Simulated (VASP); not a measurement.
Runs of VASP 6.6.1 on BAs. The structure is cubic, space group Pm-3m (No. 221). The conventional cell has a = 2.957 Å, b = 2.957 Å, c = 2.957 Å, α = 90.00°, β = 90.00°, γ = 90.00°. B (site symmetry m-3m) has 8 As at 2.56 Å and 6 B at 2.96 Å within 3.4 Å. As (site symmetry m-3m) has 8 B at 2.56 Å and 6 As at 2.96 Å within 3.4 Å. 

```tsv
task	level	cell	cutoff (eV)	share of exact exchange	screening parameter	gap on the mesh (eV)	pressure (GPa)	relaxed volume (Å³/atom)
relaxation of cell and atoms	PBEsol-based global hybrid with 25 % exact exchange	relaxed	600	0.25	-	none	0.1	(a)
relaxation of cell and atoms	HSE06	relaxed	600	0.25	0.2079 1/Å	none	-0.1	11.90
single point	HF	as given	520	1	-	none	(b)	-
single point	PBE-based screened hybrid with 25 % exact exchange	as given	520	0.25	0.3 1/Å	none	-8.6	-
relaxation of cell and atoms	PBE0	relaxed	600	0.25	-	none	0.0	11.84
single point	r2SCANh	as given	520	0.1	-	none	-7.7	-
single point	r2SCAN50	as given	520	0.5	-	none	-13.4	-
single point	PBE-based screened hybrid with 25 % exact exchange	as given	520	0.25	0.6 1/Å	none	-7.4	-
```

Alike in all rows: potentials or basis VASP PAW PBE potentials, release 64 (B, As); no spin polarisation; k mesh 5 × 5 × 5; smearing fermi-dirac 0.05 eV.

**Question.** Fill in the values left out.

**Answer.** (a) 11.66; (b) -2.1.

Caveats: all runs use coarse meshes; the PAW data sets were made with another functional, which shifts forces and pressure a little.

A k mesh can miss the band edges, and the runs leave out spin-orbit coupling on As.

A gap of «none» marks levels without a gap at the run's occupations.
